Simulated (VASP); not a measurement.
Input of a VASP 6.6.1 run:

POSCAR

```
AlN
1.0
    0.0000000000      2.0188684454      2.0188684454
    2.0188684454      0.0000000000      2.0188684454
    2.0188684454      2.0188684454      0.0000000000
Al N
1 1
Direct
    0.0000000000      0.0000000000      0.0000000000
    0.5000000000      0.5000000000      0.5000000000
```

The input INCAR.step1:

```
SYSTEM = AlN
  PREC = Accurate
  ENCUT = 500
  EDIFF = 1E-8
  ISMEAR = 0
  SIGMA = 0.01
  LREAL = .FALSE.
  LASPH = .TRUE.
  NELM = 60
  ALGO = Normal
  LWAVE = .TRUE.
  LCHARG = .FALSE.
```

INCAR.step2

```
SYSTEM = AlN
  PREC = Accurate
  ENCUT = 500
  EDIFF = 1E-8
  ISMEAR = 0
  SIGMA = 0.01
  LREAL = .FALSE.
  LASPH = .TRUE.
  NELM = 1
  ALGO = Exact
  LWAVE = .TRUE.
  LCHARG = .FALSE.
  NBANDS = 64
  LOPTICS = .TRUE.
  ISTART = 1
```

The input INCAR.step3:

```
SYSTEM = AlN
  PREC = Accurate
  ENCUT = 500
  EDIFF = 1E-8
  ISMEAR = 0
  SIGMA = 0.01
  LREAL = .FALSE.
  LASPH = .TRUE.
  ALGO = EVGW0
  LWAVE = .FALSE.
  LCHARG = .FALSE.
  NELMGW = 1
  NBANDS = 64
  ENCUTGW = 80.0
  NOMEGA = 48
  PRECFOCK = Fast
  ISTART = 1
  NBANDSGW = 12
```

Contents of KPOINTS:

```
Automatic mesh
0
G
  4 4 4
  0 0 0
```

Potentials or basis: VASP PAW LDA potentials, release 64 (Al_GW, N_GW).

Command:

```sh
$ cat potpaw_LDA.64/Al_GW/POTCAR potpaw_LDA.64/N_GW/POTCAR > POTCAR
$ cp INCAR.step1 INCAR
$ mpirun -np 1 vasp_std > vasp.out
$ cp INCAR.step2 INCAR
$ mpirun -np 1 vasp_std > vasp.out
$ cp INCAR.step3 INCAR
$ mpirun -np 1 vasp_std > vasp.out
```

**Question.** Predict the quasiparticle gap.

**Answer.** 5.87 eV.

**Question.** What does it give for the least direct quasiparticle gap?

**Answer.** 7.20 eV.

**Question.** What does it give for the band gap on the k mesh, mean-field level?

**Answer.** 4.44 eV, indirect (least direct gap 5.81 eV).

Caveat: the k points lie up to 0.67 Å⁻¹ apart; bands, screening cutoff and mesh are small and nothing is extrapolated, so the quasiparticle values aren't converged. A k mesh can miss the band edges.
